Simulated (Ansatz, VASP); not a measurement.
# ZrN: VASP beside Ansatz

```
CELL_PARAMETERS angstrom
3.21888 0.00000 0.00000
0.00000 3.21888 0.00000
0.00000 0.00000 24.10437
ATOMIC_POSITIONS crystal
Zr 0.50000 0.50000 0.31115
Zr 0.00000 0.00000 0.40557
Zr 0.50000 0.50000 0.50000
Zr 0.00000 0.00000 0.59443
Zr 0.50000 0.50000 0.68885
N 0.00000 0.00000 0.31115
N 0.50000 0.50000 0.40557
N 0.00000 0.00000 0.50000
N 0.50000 0.50000 0.59443
N 0.00000 0.00000 0.68885
```

Alike in both runs: task single point; functional PBEsol; k mesh 11 × 11 × 1; occupations gaussian, width 0.1 eV; no spin polarisation.

|  | VASP | Ansatz |
| --- | --- | --- |
| version | VASP 6.6.1 | Ansatz 0.2.0 |
| potentials or method | VASP PAW PBE potentials, release 64 (Zr_sv, N), cutoff 520 eV | scalar-relativistic, plane waves, PAW |
| valence electrons in the cell | 85 | 85 |

```csv
,VASP,Ansatz,Ansatz less VASP
gap on the k mesh at the Fermi level (eV),none,none,-
rms of the force components (eV/Å),0.561,0.564,+0.0022
```

VASP's potentials were made for PBE, not for PBEsol. A gap of «none» marks a metal or a gap that the smearing closes. Ansatz's warnings: vacuum density over bound.
